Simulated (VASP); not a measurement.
# CsOs (R-3m) in VASP: single point with PBE

Aim: the single point of CsOs with PBE.

All numbers are computed with VASP 6.6.1; they aren't measurements. Logs are shortened: lines on timing, memory, paths and dates and some standing lists are left out, and cuts for length are marked.

**1. The cell of the first run**

Symmetry: R-3m, No. 166, trigonal system. The conventional cell has a = 4.977 Å, b = 4.977 Å, c = 19.082 Å, α = 90.00°, β = 90.00°, γ = 120.00°. Cs (site symmetry -3m) has 6 Os at 4.29 Å and 6 Cs at 4.98 Å within 5.6 Å. Within 5.6 Å of Os (site symmetry -3m) lie 6 Cs at 4.29 Å and 6 Os at 4.98 Å.

**2. Single point, PBE**

INCAR

```
ALGO = Normal
EDIFF = 1E-7
ENCUT = 520
GGA = PE
ISIF = 2
ISMEAR = 0
LASPH = T
LCHARG = F
LREAL = F
LWAVE = F
NBANDS = 16
NELM = 80
PREC = Accurate
SIGMA = 0.1
```

KPOINTS

```
k-points
0
Gamma
  6 6 6
```

POSCAR

```
CsOs
1.0
    2.4885728100      1.4367781800      6.3608001100
   -2.4885728100      1.4367781800      6.3608001100
    0.0000000000     -2.8735563600      6.3608001100
Cs Os
1 1
Direct
    0.5000000000      0.5000000000      0.5000000000
    0.0000000000      0.0000000000      0.0000000000
```

Potentials or basis: VASP PAW PBE potentials, release 64 (Cs_sv, Os).

Run with:

```bash
$ cat potpaw_PBE.64/Cs_sv/POTCAR potpaw_PBE.64/Os/POTCAR > POTCAR
$ mpirun -np 1 vasp_std > vasp.out
```

OUTCAR:

```text
EDIFF = 1E-7
   ENCUT = 520
   GGA = PE
   ISIF = 2
   ISMEAR = 0
   LASPH = T
   LREAL = F
   NELM = 80
   PREC = Accurate

 ion  position               nearest neighbor table
   1  0.500  0.500  0.500-
   2  0.000  0.000  0.000-

  LATTYP: Found a trigonal (rhomboedric) cell.
 ALAT       =     6.9797639078
 COS(alpha) =     0.7457568663

  Lattice vectors:

 A1 = (   2.4885728100,   1.4367781800,   6.3608001100)
 A2 = (  -2.4885728100,   1.4367781800,   6.3608001100)
 A3 = (   0.0000000000,  -2.8735563600,   6.3608001100)

Analysis of symmetry for initial positions (statically):
=====================================================================
 Subroutine PRICEL returns:
 Original cell was already a primitive cell.

 Routine SETGRP: Setting up the symmetry group for a
 trigonal (rhombohedral) supercell.

 Subroutine GETGRP returns: Found 12 space group operations
 (whereof 12 operations were pure point group operations)
 out of a pool of 12 trial point group operations.

The static configuration has the point symmetry D_3d.

Analysis of symmetry for dynamics (positions and initial velocities):
=====================================================================
 Subroutine PRICEL returns:
 Original cell was already a primitive cell.

 Routine SETGRP: Setting up the symmetry group for a
 trigonal (rhombohedral) supercell.

 Subroutine GETGRP returns: Found 12 space group operations
 (whereof 12 operations were pure point group operations)
 out of a pool of 12 trial point group operations.

The dynamic configuration has the point symmetry D_3d.

 Subroutine INISYM returns: Found 12 space group operations
 (whereof 12 operations are pure point group operations),
 and found     1 'primitive' translations

----------------------------------------------------------------------------------------

                                     Primitive cell

  volume of cell :     136.4593

  direct lattice vectors                    reciprocal lattice vectors
     2.488572810  1.436778180  6.360800110     0.200918373  0.116000277  0.052404309
    -2.488572810  1.436778180  6.360800110    -0.200918373  0.116000277  0.052404309
     0.000000000 -2.873556360  6.360800110     0.000000000 -0.232000554  0.052404309

  length of vectors
     6.979763908  6.979763908  6.979763907     0.237845472  0.237845472  0.237845472

  position of ions in fractional coordinates (direct lattice)
     0.500000000  0.500000000  0.500000000
     0.000000000  0.000000000  0.000000000

  ion indices of the primitive-cell ions
   primitive index   ion index
                 1           1
                 2           2

----------------------------------------------------------------------------------------

 KPOINTS: k-points

Automatic generation of k-mesh.
 Grid dimensions read from file:
 generate k-points for:    6    6    6

 Generating k-lattice:

  Cartesian coordinates                     Fractional coordinates (reciprocal lattice)
     0.033486395  0.019333379  0.008734051     0.166666667  0.000000000  0.000000000
    -0.033486395  0.019333379  0.008734051     0.000000000  0.166666667  0.000000000
     0.000000000 -0.038666759  0.008734051     0.000000000  0.000000000  0.166666667

  Length of vectors
     0.039640912  0.039640912  0.039640912

  Shift w.r.t. Gamma in fractional coordinates (k-lattice)
     0.000000000  0.000000000  0.000000000

 Subroutine IBZKPT returns following result:
 ===========================================

 Found     32 irreducible k-points:

 Following reciprocal coordinates:
            Coordinates               Weight
  0.000000  0.000000  0.000000      1.000000
  0.166667  0.000000  0.000000      6.000000
  0.333333 -0.000000 -0.000000      6.000000
  0.500000  0.000000  0.000000      3.000000
  0.166667  0.166667  0.000000      6.000000
  0.333333  0.166667 -0.000000     12.000000
[... 16 lines left out ...]
  0.500000  0.500000  0.166667      6.000000
 -0.333333  0.500000  0.166667     12.000000
 [... further k-points ...]
   k-points           NKPTS =     32   k-points in BZ     NKDIM =     32   number of bands    NBANDS=     16
   number of dos      NEDOS =    301   number of ions     NIONS =      2
   total plane-waves  NPLWV = 157464
   dimension x,y,z NGX =    54 NGY =   54 NGZ =   54
   dimension x,y,z NGXF=   108 NGYF=  108 NGZF=  108
   ions per type =               1   1
   NGX,Y,Z   is equivalent  to a cutoff of  12.86, 12.86, 12.86 a.u.
   NGXF,Y,Z  is equivalent  to a cutoff of  25.72, 25.72, 25.72 a.u.
 SYSTEM =  unknown system
   PREC   = accura    normal or accurate (medium, high low for compatibility)
   ISTART =      0    job   : 0-new  1-cont  2-samecut
   ICHARG =      2    charge: 1-file 2-atom 10-const
   ISPIN  =      1    spin polarized calculation?
   LNONCOLLINEAR =      F non collinear calculations
   LSORBIT =      F    spin-orbit coupling
   LASPH  =      T    aspherical Exc in radial PAW
   ENCUT  =  520.0 eV  38.22 Ry    6.18 a.u.  12.98 12.98 12.98*2*pi/ulx,y,z
   NELM   =     80;   NELMIN=  2; NELMDL= -5     # of ELM steps
   EDIFF  = 0.1E-06   stopping-criterion for ELM
   LREAL  =      F    real-space projection
   EDIFFG = 0.1E-05   stopping-criterion for IOM
   NSW    =      0    number of steps for IOM
   IBRION =     -1    ionic relax: 0-MD 1-quasi-New 2-CG
   NFREE  =      0    steps in history (QN), initial steepest desc. (CG)
   ISIF   =      2    stress and relaxation
   ISYM   =      2    0-nonsym 1-usesym 2-fastsym
   POTIM  = 0.5000    time-step for ionic-motion
   TEBEG  =    0.0;   TEEND  =   0.0 temperature during run
   PSTRESS=    0.0 pullay stress
   NELECT =      17.0000    total number of electrons
   NUPDOWN=      -1.0000    fix difference up-down
   EMIN   =  10.00;   EMAX   =-10.00  energy-range for DOS
   EFERMI =   0.00;   METHOD = LEGACY
   ISMEAR =     0;   SIGMA  =   0.10  broadening in eV -4-tet -1-fermi 0-gaus
   EFERMI_NEDOS =   21; number of points for ismear=-14 and -15
   IALGO  =     38    algorithm
   IMIX   =      4    mixing-type and parameters
     AMIX     =   0.40;   BMIX     =  1.00
     AMIX_MAG =   1.60;   BMIX_MAG =  1.00
  volume/ion in A,a.u.               =      68.23       460.44
  Fermi-wavevector in a.u.,A,eV,Ry     =   0.817630  1.545097  9.095749  0.668519
  Thomas-Fermi vector in A             =   1.928112
   LORBIT       =      0    0 simple, 1 ext, 2 COOP (PROOUT), +10 PAW based schemes
   GGA     = PE    functional components
   LHFCALC =     F    Hartree Fock is set to
   AEXX    =    0.0000 exact exchange contribution
   IVDW    =     0    specifies the selected vdW correction
   LEPSILON=     F    determine dielectric tensor
   LRPA    =     F    only Hartree local field effects (RPA)
 non-spin polarized calculation
 Gauss-broadening in eV      SIGMA  =   0.10
  energy-cutoff  :      520.00
  volume of cell :      136.46
 maximum number of plane-waves:      3696
 NGX is ok and might be reduce to    54
   NGX = 25   NGY = 25   NGZ = 25

 number of electron      16.9999999 magnetization

 Free energy of the ion-electron system (eV)
  ---------------------------------------------------
  ext. energy  EPLUGINS =         0.00000000
  ---------------------------------------------------
  free energy    TOTEN  =        -4.62598011 eV

  energy without entropy =       -4.49900815  energy(sigma->0) =       -4.56249413

 E-fermi :  -0.5109     XC(G=0):  -6.4719

 val. band max:       -0.5117435065   @ k =   0.3333  -0.0000  -0.0000
 cond. band min:      -0.5033403622   @ k =   0.5000   0.0000   0.0000
 fundamental gap:      0.0084031442
 Fermi energy:        -0.5108959741

 k-point     1 :       0.0000    0.0000    0.0000
  band No.  band energies     occupation
      1     -22.8320      2.00000
      2      -9.5714      2.00000
      3      -9.5714      2.00000
      4      -9.5294      2.00000
      5      -2.6064      2.00000
      6      -0.7790      1.99985
[... 8 lines left out ...]
     15       5.4015      0.00000
     16       5.4015      0.00000

 k-point     2 :       0.1667    0.0000    0.0000
  band No.  band energies     occupation
      1     -22.8285      2.00000
      2      -9.6359      2.00000
      3      -9.5861      2.00000
      4      -9.5214      2.00000
      5      -2.3578      2.00000
      6      -0.7200      1.99690
[... 8 lines left out ...]
     15       4.3175      0.00000
     16       4.4909      0.00000

 k-point     3 :       0.3333   -0.0000   -0.0000
  band No.  band energies     occupation
      1     -22.8213      2.00000
      2      -9.7596      2.00000
      3      -9.6150      2.00000
      4      -9.5053      2.00000
      5      -1.7346      2.00000
      6      -0.7188      1.99672
[... 8 lines left out ...]
     15       3.7905      0.00000
     16       5.2033      0.00000

 k-point     4 :       0.5000    0.0000    0.0000
  band No.  band energies     occupation
      1     -22.8177      2.00000
      2      -9.8190      2.00000
      3      -9.6293      2.00000
      4      -9.4971      2.00000
      5      -1.3191      2.00000
      6      -0.6897      1.98856
[... 8 lines left out ...]
     15       4.5263      0.00000
     16       6.0316      0.00000
[... 324 lines left out ...]
 k-point    22 :      -0.1667    0.3333    0.1667
  band No.  band energies     occupation
      1     -22.8177      2.00000
      2      -9.7861      2.00000
      3      -9.6617      2.00000
      4      -9.4955      2.00000
      5      -1.4708      2.00000
      6      -0.7241      1.99743
[... 8 lines left out ...]
     15       4.4257      0.00000
     16       5.2479      0.00000

 k-point    23 :       0.5000    0.5000    0.1667
  band No.  band energies     occupation
      1     -22.8212      2.00000
      2      -9.7555      2.00000
      3      -9.6150      2.00000
      4      -9.5111      2.00000
      5      -1.7107      2.00000
      6      -0.7515      1.99933
[... 8 lines left out ...]
     15       4.5395      0.00000
     16       5.1526      0.00000

 k-point    24 :      -0.3333    0.5000    0.1667
  band No.  band energies     occupation
      1     -22.8177      2.00000
      2      -9.7834      2.00000
      3      -9.6624      2.00000
      4      -9.4984      2.00000
      5      -1.4679      2.00000
      6      -0.7391      1.99875
[... 8 lines left out ...]
     15       4.6426      0.00000
     16       4.9477      0.00000

 [... further k-points ...]
[... 5 lines left out ...]
  --------------------------------------------------------------------------------------
  -------------------------------------------------------------------------------------
  Total       -1.5180582     -1.5180582     -2.9495963      0.0000000      0.0000000      0.0000000
  in kB      -17.8236205    -17.8236205    -34.6314030      0.0000000      0.0000000      0.0000000
  external PRESSURE =     -23.4262147 kB  Pullay stress =       0.0000000 kB

 VOLUME and BASIS-vectors are now :
 -----------------------------------------------------------------------------
  energy-cutoff  :      520.00
  volume of cell :      136.46
      direct lattice vectors                 reciprocal lattice vectors
     2.488572810  1.436778180  6.360800110     0.200918373  0.116000277  0.052404309
    -2.488572810  1.436778180  6.360800110    -0.200918373  0.116000277  0.052404309
     0.000000000 -2.873556360  6.360800110     0.000000000 -0.232000554  0.052404309

 POSITION                                       TOTAL-FORCE (eV/Angst)
 -----------------------------------------------------------------------------------
      0.00000      0.00000      9.54120         0.000000      0.000000      0.000000
      0.00000      0.00000      0.00000        -0.000000     -0.000000     -0.000000
 -----------------------------------------------------------------------------------
    total drift:                                0.000000      0.000000      0.000000

  FREE ENERGIE OF THE ION-ELECTRON SYSTEM (eV)
  ---------------------------------------------------
  free  energy   TOTEN  =        -4.6259801137 eV

  energy  without entropy=       -4.4990081478  energy(sigma->0) =       -4.56249413
```

Wall time 2 min (1 thread of Intel Xeon Platinum 8375C at 2.90GHz (Ice Lake), shared host); peak memory 0.42 GiB.

What came out:

```
Free energy : -4.6260 eV
Pressure    : -2.3 GPa
```

Stress tensor (GPa, compression positive):
```
-1.78  0.00  0.00
 0.00 -1.78  0.00
 0.00  0.00 -3.46
```

Caveat: spin-orbit coupling is left out, which moves the levels of the heavy elements.
